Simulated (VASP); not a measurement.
Runs of VASP 6.6.1 on Mg. The structure is that of space group Im-3m (No. 229), or close to it. The cells are those of the table. 

```tsv
cell	k mesh	gap on the mesh (eV)	pressure (GPa)
a = 3.048 Å, angles 109.5°, 1 atom	14 × 14 × 14	none	(a)
a = 3.134 Å, angles 109.5°, 1 atom	20 × 20 × 20	none	-0.2
a = 3.215 Å, angles 109.5°, 1 atom	14 × 14 × 14	none	-2.4
a = 3.254 Å, angles 109.5°, 1 atom	14 × 14 × 14	none	-3.1
a = 3.175 Å, angles 109.5°, 1 atom	14 × 14 × 14	none	-1.4
a = 3.091 Å, angles 109.5°, 1 atom	14 × 14 × 14	none	(b)
a = 3.003 Å, angles 109.5°, 1 atom	14 × 14 × 14	none	5.3
a = 3.134 Å, angles 109.5°, 1 atom	14 × 14 × 14	none	-0.2
```

Alike in all rows: task single point; level RPBE; potentials or basis VASP PAW PBE potentials, release 64 (Mg); no spin polarisation; cutoff (eV) 520; smearing fermi-dirac 0.1 eV.

Q: Estimate the missing entries.

A: (a) 3.1; (b) 1.3.

Caveats: the PAW data sets were made with another functional, which shifts forces and pressure a little.

A gap of «none» marks levels without a gap at the run's occupations.
